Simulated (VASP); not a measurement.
**Si3Ge: single point with r2SCAN**

Si3Ge:

```
Si Ge
1.0
     4.03895    0.00000    0.00000
     0.00000    4.03895    0.00000
     0.00000    0.00000    5.69644
Si Ge
3 1
Direct
  0.50000 0.00000 0.75511
  0.50000 0.50000 0.00000
  0.00000 0.50000 0.24489
  0.00000 0.00000 0.50000
```

This cell differs from its parent crystal: strain +3.9%.

* Program: VASP 6.6.1
* Task: single point
* Functional: r2SCAN
* Potentials or basis: VASP PAW PBE potentials, release 64 (Si, Ge_d)
* Cutoff: 520 eV
* k mesh: 6 × 6 × 6
* Occupations: gaussian, width 0.01 eV
* Spin: no spin polarisation

```
Pressure               : -8.2 GPa
Largest force          : 0.014 eV/Å
Band gap on the k mesh : 0.76 eV, indirect (least direct gap 1.01 eV)
```

Forces in eV/Å, atoms in the order of the input:
```
Si   0.000  0.000  0.014
Si   0.000  0.000  0.000
Si   0.000  0.000 -0.014
Ge   0.000  0.000  0.000
```

Levels at points of the mesh, in eV from the valence-band top:
| k point | band 9 | band 10 | band 11 | band 12 | band 13 | band 14 | band 15 | band 16 | band 17 | band 18 |
| --- | --- | --- | --- | --- | --- | --- | --- | --- | --- | --- |
| (0.00, 0.00, 0.00) | -2.77 | -2.77 | -0.01 | 0.00 | 0.00 | 1.01 | 1.16 | 1.76 | 2.67 | 2.67 |
| (0.50, 0.00, 0.00) | -5.53 | -3.50 | -3.44 | -1.47 | -1.18 | 2.32 | 2.61 | 4.74 | 4.88 | 5.08 |
| (0.50, 0.50, 0.00) | -7.85 | -2.80 | -2.73 | -2.73 | -2.67 | 0.76 | 1.19 | 1.19 | 1.36 | 9.46 |
| (0.00, 0.00, 0.50) | -3.67 | -1.95 | -1.95 | -1.68 | -1.68 | 1.20 | 1.51 | 3.27 | 3.33 | 5.59 |
| (0.50, 0.00, 0.50) | -6.72 | -1.39 | -1.21 | -1.18 | -1.06 | 0.87 | 1.31 | 3.50 | 3.60 | 3.74 |
| (0.50, 0.50, 0.50) | -7.72 | -3.56 | -3.56 | -3.55 | -3.51 | 4.52 | 4.58 | 4.65 | 4.65 | 4.78 |

It took 2.2 min on 1 thread of Intel(R) Xeon(R) 6975P-C (Granite Rapids) (shared host), peak memory 0.23 GiB.

Caveat: the cell differs from its parent crystal (strain +3.9%); the PAW data sets were made with another functional, which shifts forces and pressure a little. A k mesh can miss the band edges.
